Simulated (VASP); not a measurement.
Write the native input for VASP 6.6.1 that does the following.

* Task: single point
* Functional: r2SCAN
* Potentials or basis: VASP PAW PBE potentials, release 64 (Ga_d)
* Cutoff: 520 eV
* k mesh: 15 × 15 × 15
* Occupations: fermi-dirac, width 0.1 eV
* Spin: no spin polarisation
* Dipole correction: no
* Further INCAR settings: ALGO = Normal; EDIFF = 1e-06; NBANDS = 12

Ga:

```
Ga
1.0
    -1.67888    1.67888    1.67888
     1.67888   -1.67888    1.67888
     1.67888    1.67888   -1.67888
Ga
1
Direct
  0.00000 0.00000 0.00000
```

This cell differs from its parent crystal: volume scaled by 1.04.

The input as run:

POSCAR

```
Ga
1.0
   -1.6788837747      1.6788837747      1.6788837747
    1.6788837747     -1.6788837747      1.6788837747
    1.6788837747      1.6788837747     -1.6788837747
Ga
1
Direct
    0.0000000000      0.0000000000      0.0000000000
```

INCAR.step1

```
ALGO = Normal ; EDIFF = 1E-4
ENCUT = 520 ; GGA = PE
ISMEAR = -1 ; LASPH = T
LCHARG = F ; LREAL = F
LWAVE = T ; NBANDS = 12
NELM = 80 ; PREC = Accurate
SIGMA = 0.1
```

INCAR.step2

```
ALGO = Normal ; EDIFF = 1E-6
ENCUT = 520 ; ISIF = 2
ISMEAR = -1 ; ISTART = 1
LASPH = T ; LCHARG = F
LMIXTAU = T ; LREAL = F
LWAVE = F ; METAGGA = R2SCAN
NBANDS = 12 ; NELM = 80
PREC = Accurate ; SIGMA = 0.1
```

KPOINTS

```
k-points
0
Gamma
  15 15 15
```

Potentials or basis: VASP PAW PBE potentials, release 64 (Ga_d).

Launch:

```console
$ cat potpaw_PBE.64/Ga_d/POTCAR > POTCAR
$ cp INCAR.step1 INCAR
$ mpirun -np 1 vasp_std > vasp.out
$ cp INCAR.step2 INCAR
$ mpirun -np 1 vasp_std > vasp.out
```

It gave:

| Item | Value |
| --- | --- |
| Pressure | -2.3 GPa |

Caveat: the PAW data sets were made with another functional, which shifts forces and pressure a little.

Wall time 60 s on 1 thread of Intel(R) Xeon(R) Platinum 8259CL CPU @ 2.50GHz (Skylake/Cascade Lake), on a shared host, peak memory 0.16 GiB.
